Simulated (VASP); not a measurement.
# PbS in VASP: a series of runs, part 2 of 2

VASP 6.6.1. The steps go on from the part before.

**4. Single point, PBE**

This run uses another cell than the first one.

Input file INCAR:

```
SYSTEM = PbS
ALGO     = Normal         ! electronic algorithm
EDIFF    = 1E-6           ! SCF threshold, eV
ENCUT    = 520            ! plane-wave cutoff, eV
GGA      = PE             ! functional
ISIF     = 2              ! what is computed and relaxed
ISMEAR   = -1             ! smearing method
LASPH    = .True.         ! aspherical terms in the spheres
LCHARG   = .True.         ! write CHGCAR
LELF     = .True.         ! ELF
LREAL    = .False.        ! projectors in reciprocal space
LVHAR    = .True.       
LWAVE    = .False.        ! write WAVECAR
NBANDS   = 28             ! bands
NELM     = 100            ! most SCF steps
PREC     = Accurate       ! precision mode
SIGMA    = 0.05           ! smearing width, eV
```

Input file KPOINTS:

```
k-points
0
Gamma
  6 6 2
  0 0 0
```

Input file POSCAR:

```
PbS
1.0
    2.9628042361     -2.9652708881      0.0000000000
    2.9628042361      2.9652708881      0.0000000000
   -2.0842451276      0.0000000000     22.0576289993
Pb S
2 2
Direct
    0.2778832700      0.2674392800      0.0643015600
    0.7325607200      0.7221167300      0.9356984400
    0.7842103300      0.7540543200      0.0556270400
    0.2459456800      0.2157896700      0.9443729600
```

The run is started by

```console
cat potpaw_PBE.64/Pb_d/POTCAR potpaw_PBE.64/S/POTCAR > POTCAR
mpirun -np 1 vasp_std > vasp.out
```

It took 12 min on 1 thread of Intel Xeon 8259CL, shared host; peak memory 0.56 GiB.

The run converged. Its results:

```
Free energy            : -17.2769 eV
Largest force          : 0.259 eV/Å
Band gap on the k mesh : 2.06 eV (least direct gap 2.15 eV)
```

Forces on the atoms (eV/Å):
```
Pb  -0.002 -0.026  0.256
Pb   0.002 -0.026 -0.256
S    0.007  0.026  0.258
S   -0.007  0.026 -0.258
```

Levels at points of the mesh, in eV from the valence-band top:
```tsv
k point	band 18	band 19	band 20	band 21	band 22	band 23
(0.00, 0.00, 0.00)	-1.32	-1.32	-0.09	2.06	4.00	4.81
(0.50, 0.00, 0.00)	-1.00	-0.08	-0.08	2.15	2.15	3.18
(0.50, 0.50, 0.00)	-2.71	-1.35	-1.35	4.32	4.33	5.23
(0.00, 0.00, 0.50)	-1.32	-1.32	-0.09	2.06	4.02	4.59
(0.50, 0.00, 0.50)	-1.00	-0.08	-0.08	2.15	2.15	3.18
(0.50, 0.50, 0.50)	-2.71	-1.35	-1.35	4.32	4.33	5.23
```

Caveat: there is no dipole correction, which matters where the two faces differ; spin-orbit coupling is left out, which moves the levels of the heavy elements.

**5. Single point, PBE**

This run uses another cell than the first one.

Input file INCAR:

```
  PREC = Accurate
  ENCUT = 520
  EDIFF = 1E-7
  ISMEAR = -1
  SIGMA = 0.05
  LREAL = F
  LASPH = T
  NELM = 60
  ALGO = Normal
  ISIF = 2
  LWAVE = F
  LCHARG = F
  GGA = PE
  NBANDS = 28
```

Input file KPOINTS:

```
regular mesh
0
Gamma
  6 6 2
```

Input file POSCAR:

```
PbS
1.0
    3.0220759737     -3.0245919718      0.0000000000
    3.0220759737      3.0245919718      0.0000000000
   -2.1259410415      0.0000000000     22.4988981127
Pb S
2 2
Direct
    0.2778832700      0.2674392800      0.0643015600
    0.7325607200      0.7221167300      0.9356984400
    0.7842103300      0.7540543200      0.0556270400
    0.2459456800      0.2157896700      0.9443729600
```

The run is started by

```console
cat potpaw_PBE.64/Pb_d/POTCAR potpaw_PBE.64/S/POTCAR > POTCAR
mpirun -np 1 vasp_std > vasp.out
```

It took 9.8 min on 1 thread of Oxide Virtual Turin-like, shared host; peak memory 0.55 GiB.

Results (log left out):

| Property | Result |
| --- | --- |
| Free energy | -17.2944 eV |
| Largest force | 0.178 eV/Å |
| Band gap on the k mesh | 2.11 eV (least direct gap 2.18 eV) |

Forces on the atoms (eV/Å):
```
Pb   0.000  0.005 -0.178
Pb   0.000  0.005  0.178
S    0.005 -0.005 -0.004
S   -0.005 -0.005  0.004
```

Levels at points of the mesh, in eV from the valence-band top:
```tsv
k point	band 17	band 18	band 19	band 20	band 21	band 22	band 23	band 24
(0.00, 0.00, 0.00)	-2.20	-1.12	-1.12	-0.05	2.14	4.05	4.88	4.93
(0.50, 0.00, 0.00)	-0.83	-0.83	-0.07	-0.07	2.11	2.11	3.17	3.17
(0.50, 0.50, 0.00)	-2.41	-2.40	-1.20	-1.20	4.21	4.22	5.09	5.10
(0.00, 0.00, 0.50)	-2.20	-1.12	-1.12	-0.05	2.14	4.06	4.68	5.11
(0.50, 0.00, 0.50)	-0.83	-0.83	-0.07	-0.07	2.11	2.11	3.17	3.17
(0.50, 0.50, 0.50)	-2.41	-2.40	-1.20	-1.20	4.21	4.22	5.09	5.10
```

Caveat: there is no dipole correction, which matters where the two faces differ; spin-orbit coupling is left out, which moves the levels of the heavy elements.

**6. Single point, PBE**

This run uses another cell than the first one.

Input file INCAR:

```
PREC = Accurate
ENCUT = 520
EDIFF = 1E-7
ISMEAR = -1
SIGMA = 0.05
LREAL = False
LASPH = True
NELM = 80
ALGO = Normal
ISIF = 2
LWAVE = False
LCHARG = False
GGA = PE
NBANDS = 28
```

Input file KPOINTS:

```
Automatic mesh
0
Gamma
  6 6 2
```

Input file POSCAR:

```
PbS
1.0
    3.0413253842     -3.0438574082      0.0000000000
    3.0413253842      3.0438574082      0.0000000000
   -2.1394824324      0.0000000000     22.6422070600
Pb S
2 2
Direct
    0.2778832700      0.2674392800      0.0643015600
    0.7325607200      0.7221167300      0.9356984400
    0.7842103300      0.7540543200      0.0556270400
    0.2459456800      0.2157896700      0.9443729600
```

Potentials or basis: VASP PAW PBE potentials, release 64 (Pb_d, S).

The run is started by

```console
cat potpaw_PBE.64/Pb_d/POTCAR potpaw_PBE.64/S/POTCAR > POTCAR
mpirun -np 1 vasp_std > vasp.out
```

It took 12 min on 1 thread of Oxide Virtual Turin-like, shared host; peak memory 0.56 GiB.

Results (log left out):

```yaml
Free_energy: -17.2753 eV
Largest_force: 0.304 eV/Å
Band_gap_on_the_k_mesh: 2.10 eV (least direct gap 2.16 eV)
```

Forces in eV/Å, atoms in the order of the input:
```
Pb   0.001  0.014 -0.303
Pb  -0.001  0.014  0.303
S    0.005 -0.014 -0.079
S   -0.005 -0.014  0.079
```

Levels at points of the mesh, in eV from the valence-band top:
```tsv
k point	band 16	band 17	band 18	band 19	band 20	band 21	band 22	band 23	band 24	band 25
(0.00, 0.00, 0.00)	-2.11	-2.11	-1.06	-1.06	-0.03	2.16	4.06	4.89	4.94	5.16
(0.50, 0.00, 0.00)	-1.48	-0.78	-0.78	-0.07	-0.06	2.10	2.10	3.16	3.16	3.62
(0.50, 0.50, 0.00)	-3.64	-2.32	-2.31	-1.16	-1.15	4.17	4.18	5.04	5.04	5.62
(0.00, 0.00, 0.50)	-2.11	-2.11	-1.06	-1.06	-0.03	2.16	4.07	4.70	5.16	5.19
(0.50, 0.00, 0.50)	-1.48	-0.78	-0.78	-0.07	-0.06	2.10	2.10	3.16	3.16	3.62
(0.50, 0.50, 0.50)	-3.64	-2.32	-2.31	-1.16	-1.15	4.17	4.18	5.04	5.04	5.62
```

Caveat: there is no dipole correction, which matters where the two faces differ; spin-orbit coupling is left out, which moves the levels of the heavy elements.

**7. The runs side by side**

```csv
cell,gap on the mesh (eV),largest force (eV/Å)
"a = 4.134, b = 4.134, c = 21.850 Å, angles 93.8, 93.8, 90.0°, 4 atoms",1.98,0.61
"a = 4.163, b = 4.163, c = 22.004 Å, angles 93.8, 93.8, 90.0°, 4 atoms",2.02,0.43
"a = 4.192, b = 4.192, c = 22.156 Å, angles 93.8, 93.8, 90.0°, 4 atoms",2.06,0.26
"a = 4.276, b = 4.276, c = 22.599 Å, angles 93.8, 93.8, 90.0°, 4 atoms",2.11,0.18
"a = 4.303, b = 4.303, c = 22.743 Å, angles 93.8, 93.8, 90.0°, 4 atoms",2.10,0.30
```

Alike in all rows: task single point; level PBE; potentials or basis VASP PAW PBE potentials, release 64 (Pb_d, S); no spin polarisation; k mesh 6 × 6 × 2; cutoff (eV) 520; smearing fermi-dirac 0.05 eV.

Caveats: there is no dipole correction, which matters where the two faces differ; spin-orbit coupling is left out, which moves the levels of the heavy elements.

Absolute energies hang on the potentials; compare differences alone.
